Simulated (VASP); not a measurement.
# MgZr2N (P6mm) in VASP: a series of runs

The runs below take MgZr2N through single point, relaxation of cell and atoms, with PBE.

Everything below comes from runs of VASP 6.6.1. Logs are shortened: lines on timing, memory, paths and dates and some standing lists are left out, and cuts for length are marked.

### 1 The cell of the first run

It takes space group P6mm (No. 183, hexagonal). Conventional cell: a = 3.921 Å, b = 3.921 Å, c = 4.820 Å, α = 90.00°, β = 90.00°, γ = 120.00°. Mg (site symmetry 6mm) has 1 N at 1.75 Å and 6 Zr at 2.28 Å within 2.3 Å. Within 3.0 Å of Zr (site symmetry 3m) lie 3 Zr at 2.26 Å and 3 Mg at 2.28 Å. Within 2.3 Å of N (site symmetry 6mm) lie 1 Mg at 1.75 Å.

### 2 Single point, PBE

File INCAR:

```
SYSTEM = MgZr2N
PREC = Accurate
ENCUT = 520
EDIFF = 1E-7
ISMEAR = 0
SIGMA = 0.1
LREAL = .False.
LASPH = .True.
NELM = 60
ALGO = Normal
ISIF = 2
LWAVE = .False.
LCHARG = .False.
GGA = PE
NBANDS = 24
```

File KPOINTS:

```
regular mesh
0
Gamma
  6 6 4
  0 0 0
```

File POSCAR:

```
MgZr2N
1.0
    3.9208415000      0.0000000000      0.0000000000
   -1.9604207500      3.3955483400      0.0000000000
    0.0000000000      0.0000000000      4.8204134200
Mg Zr N
1 2 1
Direct
    0.0000000000      0.0000000000      0.0625436200
    0.3333333300      0.6666666700      0.1181884600
    0.6666666700      0.3333333300      0.1181884600
    0.0000000000      0.0000000000      0.7003074800
```

Potentials or basis: VASP PAW PBE potentials, release 64 (Mg, Zr_sv, N).

Run with:

```bash
$ cat potpaw_PBE.64/Mg/POTCAR potpaw_PBE.64/Zr_sv/POTCAR potpaw_PBE.64/N/POTCAR > POTCAR
$ mpirun -np 1 vasp_std > vasp.out
```

OUTCAR:

```text
SYSTEM = MgZr2N
   PREC = Accurate
   ENCUT = 520
   EDIFF = 1E-7
   ISMEAR = 0
   LREAL = .False.
   LASPH = .True.
   NELM = 60
   ISIF = 2
   GGA = PE

 ion  position               nearest neighbor table
   1  0.000  0.000  0.063-   4 1.75   3 2.28   2 2.28   2 2.28   3 2.28   3 2.28   2 2.28
   2  0.333  0.667  0.118-   3 2.26   3 2.26   3 2.26   1 2.28   1 2.28   1 2.28
   3  0.667  0.333  0.118-   2 2.26   2 2.26   2 2.26   1 2.28   1 2.28   1 2.28
   4  0.000  0.000  0.700-   1 1.75

  LATTYP: Found a hexagonal cell.
 ALAT       =     3.9208415000
 C/A-ratio  =     1.2294333806

  Lattice vectors:

 A1 = (   3.9208415000,   0.0000000000,   0.0000000000)
 A2 = (  -1.9604207500,   3.3955483400,   0.0000000000)
 A3 = (   0.0000000000,   0.0000000000,   4.8204134200)

Analysis of symmetry for initial positions (statically):
=====================================================================
 Subroutine PRICEL returns:
 Original cell was already a primitive cell.

 Routine SETGRP: Setting up the symmetry group for a
 hexagonal supercell.

 Subroutine GETGRP returns: Found 12 space group operations
 (whereof 12 operations were pure point group operations)
 out of a pool of 24 trial point group operations.

The static configuration has the point symmetry C_6v.

Analysis of symmetry for dynamics (positions and initial velocities):
=====================================================================
 Subroutine PRICEL returns:
 Original cell was already a primitive cell.

 Routine SETGRP: Setting up the symmetry group for a
 hexagonal supercell.

 Subroutine GETGRP returns: Found 12 space group operations
 (whereof 12 operations were pure point group operations)
 out of a pool of 24 trial point group operations.

The dynamic configuration has the point symmetry C_6v.

 Subroutine INISYM returns: Found 12 space group operations
 (whereof 12 operations are pure point group operations),
 and found     1 'primitive' translations

----------------------------------------------------------------------------------------

                                     Primitive cell

  volume of cell :      64.1761

  direct lattice vectors                    reciprocal lattice vectors
     3.920841500  0.000000000  0.000000000     0.255047290  0.147251622  0.000000000
    -1.960420750  3.395548340  0.000000000     0.000000000  0.294503244  0.000000000
     0.000000000  0.000000000  4.820413420     0.000000000  0.000000000  0.207451086

  length of vectors
     3.920841500  3.920841497  4.820413420     0.294503243  0.294503244  0.207451086

[... 81 lines left out ...]
   LREAL  =      F    real-space projection
   EDIFFG = 0.1E-05   stopping-criterion for IOM
   NSW    =      0    number of steps for IOM
   IBRION =     -1    ionic relax: 0-MD 1-quasi-New 2-CG
   NFREE  =      0    steps in history (QN), initial steepest desc. (CG)
   ISIF   =      2    stress and relaxation
   ISYM   =      2    0-nonsym 1-usesym 2-fastsym
   POTIM  = 0.5000    time-step for ionic-motion
   TEBEG  =    0.0;   TEEND  =   0.0 temperature during run
   PSTRESS=    0.0 pullay stress
   NELECT =      31.0000    total number of electrons
   NUPDOWN=      -1.0000    fix difference up-down
   EMIN   =  10.00;   EMAX   =-10.00  energy-range for DOS
   EFERMI =   0.00;   METHOD = LEGACY
   ISMEAR =     0;   SIGMA  =   0.10  broadening in eV -4-tet -1-fermi 0-gaus
   EFERMI_NEDOS =   21; number of points for ismear=-14 and -15
   IALGO  =     38    algorithm
   IMIX   =      4    mixing-type and parameters
     AMIX     =   0.40;   BMIX     =  1.00
     AMIX_MAG =   1.60;   BMIX_MAG =  1.00
  volume/ion in A,a.u.               =      16.04       108.27
  Fermi-wavevector in a.u.,A,eV,Ry     =   1.284510  2.427372 22.449157  1.649967
  Thomas-Fermi vector in A             =   2.416700
   LORBIT       =      0    0 simple, 1 ext, 2 COOP (PROOUT), +10 PAW based schemes
   GGA     = PE    functional components
   LHFCALC =     F    Hartree Fock is set to
   AEXX    =    0.0000 exact exchange contribution
   IVDW    =     0    specifies the selected vdW correction
   LEPSILON=     F    determine dielectric tensor
   LRPA    =     F    only Hartree local field effects (RPA)
 non-spin polarized calculation
 Gauss-broadening in eV      SIGMA  =   0.10
  energy-cutoff  :      520.00
  volume of cell :       64.18
 maximum number of plane-waves:      1751
 NGX is ok and might be reduce to    30
   NGX = 15   NGY = 15   NGZ = 17

 number of electron      30.9999998 magnetization

 Free energy of the ion-electron system (eV)
  ---------------------------------------------------
  ext. energy  EPLUGINS =         0.00000000
  ---------------------------------------------------
  free energy    TOTEN  =        -9.95880333 eV

  energy without entropy =       -9.94133473  energy(sigma->0) =       -9.95006903

 E-fermi :   7.2092     XC(G=0): -10.5544

 val. band max:        7.2011156084   @ k =   0.3333  -0.0000   0.2500
 cond. band min:       7.2527892231   @ k =   0.3333  -0.0000   0.5000
 fundamental gap:      0.0516736148
 Fermi energy:         7.2091575797

 k-point     1 :       0.0000    0.0000    0.0000
  band No.  band energies     occupation
      1     -41.9667      2.00000
      2     -39.6583      2.00000
      3     -21.6746      2.00000
      4     -21.6746      2.00000
      5     -19.6699      2.00000
      6     -17.9609      2.00000
[... 556 lines left out ...]
     23      13.5434      0.00000
     24      14.7664      0.00000

------------------------ aborting loop because EDIFF is reached ----------------------------------------

  FORCE on cell =-STRESS in cart. coord.  units (eV):
  Direction    XX          YY          ZZ          XY          YZ          ZX
  --------------------------------------------------------------------------------------
  -------------------------------------------------------------------------------------
  Total       42.0217811     42.0217810     -0.1948439      0.0000000      0.0000000      0.0000000
  in kB     1049.0871014   1049.0870994     -4.8643410      0.0000000      0.0000000      0.0000000
  external PRESSURE =     697.7699533 kB  Pullay stress =       0.0000000 kB

 VOLUME and BASIS-vectors are now :
 -----------------------------------------------------------------------------
  energy-cutoff  :      520.00
  volume of cell :       64.18
      direct lattice vectors                 reciprocal lattice vectors
     3.920841500  0.000000000  0.000000000     0.255047290  0.147251622  0.000000000
    -1.960420750  3.395548340  0.000000000     0.000000000  0.294503244  0.000000000
     0.000000000  0.000000000  4.820413420     0.000000000  0.000000000  0.207451086

 POSITION                                       TOTAL-FORCE (eV/Angst)
 -----------------------------------------------------------------------------------
      0.00000      0.00000      0.30149         0.000000      0.000000      1.875428
     -0.00000      2.26370      0.56972         0.000000     -0.000000      1.005453
      1.96042      1.13185      0.56972        -0.000000     -0.000000      1.005453
      0.00000      0.00000      3.37577         0.000000      0.000000     -3.886335
 -----------------------------------------------------------------------------------
    total drift:                                0.000000      0.000000     -0.000609

  FREE ENERGIE OF THE ION-ELECTRON SYSTEM (eV)
  ---------------------------------------------------
  free  energy   TOTEN  =        -9.9588033306 eV

  energy  without entropy=       -9.9413347263  energy(sigma->0) =       -9.95006903
```

OSZICAR:

```text
N       E                     dE             d eps       ncg     rms          rms(c)
DAV:   1     0.299405269553E+03    0.29941E+03   -0.15958E+04  1016   0.122E+03
DAV:   2     0.830778455312E+01   -0.29110E+03   -0.27821E+03  1232   0.376E+02
DAV:   3    -0.114161439362E+02   -0.19724E+02   -0.18705E+02  1816   0.758E+01
DAV:   4    -0.119486657106E+02   -0.53252E+00   -0.53004E+00  1160   0.123E+01
DAV:   5    -0.119623609081E+02   -0.13695E-01   -0.13690E-01  1416   0.166E+00    0.402E+01
DAV:   6    -0.111685969709E+02    0.79376E+00   -0.63489E+00  1152   0.118E+01    0.243E+01
DAV:   7    -0.118326023017E+02   -0.66401E+00   -0.10501E+01  1280   0.135E+01    0.168E+01
DAV:   8    -0.101048441489E+02    0.17278E+01   -0.25252E+00  1192   0.818E+00    0.267E+00
DAV:   9    -0.996939126998E+01    0.13545E+00   -0.53587E-01  1392   0.353E+00    0.751E-01
DAV:  10    -0.996515727557E+01    0.42340E-02   -0.69622E-02  1208   0.128E+00    0.583E-01
DAV:  11    -0.996007664697E+01    0.50806E-02   -0.20914E-02  1336   0.698E-01    0.330E-01
DAV:  12    -0.995894037079E+01    0.11363E-02   -0.17666E-03  1200   0.267E-01    0.115E-01
DAV:  13    -0.995880782355E+01    0.13255E-03   -0.63593E-04  1328   0.133E-01    0.298E-02
DAV:  14    -0.995880363119E+01    0.41924E-05   -0.50958E-05  1184   0.429E-02    0.950E-03
DAV:  15    -0.995880310161E+01    0.52958E-06   -0.52566E-06  1224   0.130E-02    0.234E-03
DAV:  16    -0.995880321356E+01   -0.11195E-06   -0.42235E-07   976   0.390E-03    0.172E-03
DAV:  17    -0.995880331542E+01   -0.10186E-06   -0.85340E-08   680   0.205E-03    0.416E-04
DAV:  18    -0.995880333057E+01   -0.15155E-07   -0.11970E-08   568   0.728E-04
   1 F= -.99588033E+01 E0= -.99500690E+01  d E =-.174686E-01
```

stdout:

```text
POSCAR found type information on POSCAR MgZrN
 POSCAR found :  3 types and       4 ions
 scaLAPACK will be used
 LDA part: xc-table for (Slater+PW92), standard interpolation
 POSCAR, INCAR and KPOINTS ok, starting setup
 FFT: planning ... GRIDC
 FFT: planning ... GRID_SOFT
 FFT: planning ... GRID
 WAVECAR not read
 entering main loop
```

Wall time 21 s (1 thread of Intel Xeon 6975P-C (Granite Rapids), shared host); peak memory 0.19 GiB.

What came out:

```yaml
Free_energy: -9.9588 eV
Pressure: 69.8 GPa
Largest_force: 3.886 eV/Å
```

Forces on the atoms (eV/Å):
```
Mg   0.000  0.000  1.875
Zr   0.000  0.000  1.005
Zr   0.000  0.000  1.005
N    0.000  0.000 -3.886
```

Levels at points of the mesh, in eV from the Fermi level:
```
           k point  band 14  band 15  band 16  band 17  band 18  band 19
(0.00, 0.00, 0.00)    -0.75    -0.75    -0.54     0.81     0.81     3.40
(0.50, 0.00, 0.00)    -2.12    -0.35     0.67     0.72     2.05     2.15
(0.00, 0.00, 0.50)    -0.88    -0.88     0.36     0.36     1.74     2.70
(0.50, 0.00, 0.50)    -1.52    -1.13     0.47     0.73     1.57     3.35
```

Caveat: forces of over 1 eV/Å act on the atoms, so gaps and moduli don't describe the material at rest.

### 3 Relaxation of cell and atoms, PBE

File INCAR:

```
SYSTEM = MgZr2N
ALGO = Normal
EDIFF = 1E-6
EDIFFG = -0.04
ENCUT = 600
GGA = PE
IBRION = 2
ISIF = 3
ISMEAR = 0
LASPH = .TRUE.
LCHARG = .FALSE.
LREAL = .FALSE.
LWAVE = .FALSE.
NELM = 60
NSW = 90
PREC = Accurate
SIGMA = 0.1
```

File KPOINTS:

```
k-points
0
G
  6 6 4
  0 0 0
```

POSCAR is that of step 2.

Potentials or basis: VASP PAW PBE potentials, release 64 (Mg, Zr_sv, N).

Run with:

```bash
$ cat potpaw_PBE.64/Mg/POTCAR potpaw_PBE.64/Zr_sv/POTCAR potpaw_PBE.64/N/POTCAR > POTCAR
$ mpirun -np 1 vasp_std > vasp.out
```

Wall time 2.9 min (1 thread of Intel Xeon 6975P-C (Granite Rapids), shared host); peak memory 0.22 GiB.

Results (log left out):

* Free energy: -21.6584 eV
* Relaxed volume: 21.43 Å³/atom
* Relaxed cell: a = 5.120 Å, b = 5.120 Å, c = 3.776 Å, α = 90.00°, β = 90.00°, γ = 120.00°
* Space group after relaxing (to 0.05 Å): P6/mmm (No. 191)
* Energy gained by relaxing: 2924.2 meV/atom
* Ionic steps: 13
* Pressure after relaxing: -0.2 GPa
* Largest force after relaxing: 0.031 eV/Å

Forces in eV/Å, atoms in the order of the input:
```
Mg   0.000  0.000  0.031
Zr   0.000  0.000 -0.004
Zr   0.000  0.000 -0.004
N    0.000  0.000 -0.022
```

The path:
| step | energy change (eV) | largest force (eV/Å) | pressure (GPa) | volume (Å³) |
| --- | --- | --- | --- | --- |
| 1 | 0.0000 | 3.8851 | 69.75 | 64.18 |
| 2 | -7.5452 | 0.8554 | -12.77 | 145.31 |
| 3 | -9.5239 | 1.9082 | -2.74 | 106.18 |
| 4 | -9.5292 | 1.8552 | -3.61 | 107.87 |
| 5 | -10.2697 | 1.8217 | -4.48 | 101.38 |
| 6 | -10.8675 | 8.5940 | 7.53 | 81.56 |
| 7 | -10.7273 | 2.9602 | -3.62 | 96.18 |
| 8 | -11.5736 | 1.5015 | -2.39 | 88.91 |
| 9 | -11.6819 | 0.9117 | 0.34 | 85.24 |
| 10 | -11.6937 | 0.0738 | -0.76 | 86.37 |
| 11 | -11.6952 | 0.2804 | -0.36 | 85.94 |
| 12 | -11.6849 | 0.8732 | 0.33 | 85.13 |
| 13 | -11.6967 | 0.0308 | -0.20 | 85.72 |

Final structure:
```xyz
4
Lattice="5.1198 0.0000 0.0000 -2.5599 4.4338 0.0000 0.0000 0.0000 3.7761" Properties=species:S:1:pos:R:3 pbc="T T T"
Mg   -2.5599    4.4338    0.4724
Zr    0.0000    2.9559    0.4697
Zr    2.5599    1.4779    0.4697
N     0.0000    0.0000    2.3613
```

Levels at points of the mesh, in eV from the Fermi level:
```csv
k point,band 13,band 14,band 15,band 16,band 17,band 18,band 19
"(0.00, 0.00, 0.00)",-2.22,-1.05,0.79,0.79,0.87,1.22,1.22
"(0.50, 0.00, 0.00)",-1.35,-0.73,-0.25,-0.10,0.59,0.80,0.85
"(0.00, 0.00, 0.50)",-0.55,-0.38,-0.38,-0.11,-0.11,0.73,1.21
"(0.50, 0.00, 0.50)",-1.26,-0.65,-0.40,-0.30,0.78,1.76,1.93
```

Caveat: the volume moved by over 15 % at a fixed basis, so the end points are rough.
